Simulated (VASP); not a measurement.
A run of VASP 6.6.1 is set up as follows.

The input INCAR:

```
  ALGO = Normal
  EDIFF = 1E-7
  ENCUT = 520
  GGA = PE
  ISIF = 2
  ISMEAR = 0
  LASPH = T
  LCHARG = F
  LREAL = F
  LWAVE = F
  NBANDS = 16
  NELM = 100
  PREC = Accurate
  SIGMA = 0.01
```

File KPOINTS:

```
k-points
0
Gamma
  6 6 2
```

File POSCAR:

```
BN
1.0
    2.5005825875      0.0000000000      0.0000000000
   -1.2502912938      2.1655680450      0.0000000000
    0.0000000000      0.0000000000      6.5236359444
B N
2 2
Direct
    0.3333333333      0.6666666667      0.2500000000
    0.6666666667      0.3333333333      0.7500000000
    0.3333333333      0.6666666667      0.7500000000
    0.6666666667      0.3333333333      0.2500000000
```

Potentials or basis: VASP PAW PBE potentials, release 64 (B, N).

The run is started by

```bash
$ cat potpaw_PBE.64/B/POTCAR potpaw_PBE.64/N/POTCAR > POTCAR
$ mpirun -np 1 vasp_std > vasp.out
```

(1) Estimate the band gap on the k mesh.

(2) What does it give for the pressure?

Results:

(1) 4.26 eV, indirect (least direct gap 4.65 eV).

(2) 4.7 GPa.

Caveat: the k points lie up to 0.48 Å⁻¹ apart; this functional lacks dispersion, which binds the layers, so the pressure and a relaxed spacing across them are unreliable.
